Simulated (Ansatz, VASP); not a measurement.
RbBr in VASP and in Ansatz

The input INCAR:

```
SYSTEM = RbBr
  PREC = Accurate
  ENCUT = 520
  EDIFF = 1E-6
  ISMEAR = 1
  SIGMA = 0.05
  LREAL = .False.
  LASPH = .True.
  NELM = 150
  ALGO = Normal
  ISIF = 2
  LWAVE = .False.
  LCHARG = .True.
  LNONCOLLINEAR = .True.
  MAGMOM = 0 0 0 0 0 0
  LORBIT = 11
  LSORBIT = .True.
  GGA_COMPAT = .False.
  LORBMOM = .True.
  GGA = VW
  LVHAR = .True.
  NBANDS = 28
```

KPOINTS

```
regular mesh
0
Gamma
  7 7 7
  0 0 0
```

POSCAR

```
RbBr
1.0
    0.0000000000      3.4270000000      3.4270000000
    3.4270000000      0.0000000000      3.4270000000
    3.4270000000      3.4270000000      0.0000000000
Rb Br
1 1
Direct
    0.0000000000      0.0000000000      0.0000000000
    0.5000000000      0.5000000000      0.5000000000
```

input.yaml

```yaml
crystal:
  lattice:
    - [0.0, 3.427, 3.427]
    - [3.427, 0.0, 3.427]
    - [3.427, 3.427, 0.0]
  atoms:
    - { symbol: Rb, position: [0.0, 0.0, 0.0] }
    - { symbol: Br, position: [0.5, 0.5, 0.5] }
hamiltonian:
  xc: { exchange: slater, correlation: vwn5 }
  pseudopotentials: { kind: paw_fr }
magnetization:
  noncollinear: true
  spin_orbit: true
kpoints:
  mp_grid: { grid: [7, 7, 7] }
scf:
  occupations: { method: methfessel_paxton, width: 0.05 }
output:
  forces: true
  stress: true
  eigenvalues: true
  write_density: true
  write_potential: true
  elf: true
  volumetric_format: npy
```

Alike in both runs: task single point; functional SVWN5; k mesh 7 × 7 × 7; occupations methfessel-paxton of order 1, width 0.05 eV; non-collinear spin, spin-orbit coupling.

|  | VASP | Ansatz |
| --- | --- | --- |
| version | VASP 6.6.1 | Ansatz 0.2.0 |
| potentials or method | VASP PAW PBE potentials, release 64 (Rb_sv, Br) | Ansatz PAW |
| plane-wave cutoff (eV) | 520 | 420 |
| valence electrons in the cell | 16 | 16 |

```csv
,VASP,Ansatz,Ansatz less VASP
pressure (GPa),-1.2,-1.2,-0.05
```

VASP's potentials were made for PBE, not for SVWN5.

Noted on Ansatz's run: odd divisions of the mesh miss points on the zone boundary, where band edges often lie, so the gap on the mesh can be too wide.
